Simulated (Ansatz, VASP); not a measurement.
Au in VASP and in Ansatz

```
Au
1.0
     2.85322    0.00000    0.00000
    -1.42661    2.47096    0.00000
     0.00000    0.00000    5.04134
Au
2
Direct
  0.33333 0.66667 0.75000
  0.66667 0.33333 0.25000
```

Alike in both runs: task single point; functional PBEsol; k mesh 24 × 24 × 12; occupations gaussian, width 0.15 eV; no spin polarisation.

|  | VASP | Ansatz |
| --- | --- | --- |
| version | VASP 6.6.1 | Ansatz 0.2.0 |
| potentials or method | VASP PAW PBE potentials, release 64 (Au), cutoff 520 eV | scalar-relativistic, plane waves, PAW |
| valence electrons in the cell | 22 | 38 |

```csv
,VASP,Ansatz,Ansatz less VASP
gap on the k mesh at the Fermi level (eV),none,none,-
pressure (GPa),-5.9,-5.7,+0.18
"traceless stress, the component that is largest in VASP (GPa)",-1.96,-1.96,+0.003
```

VASP's potentials were made for PBE, not for PBEsol. A gap of «none» marks a metal or a gap that the smearing closes. The functional is the same, so the differences come from potentials, cutoffs and numerics. VASP's potentials hold 22 valence electrons a cell and Ansatz's 38, so a difference there can come from the potentials and not from the codes.

Spin-orbit coupling is off throughout.
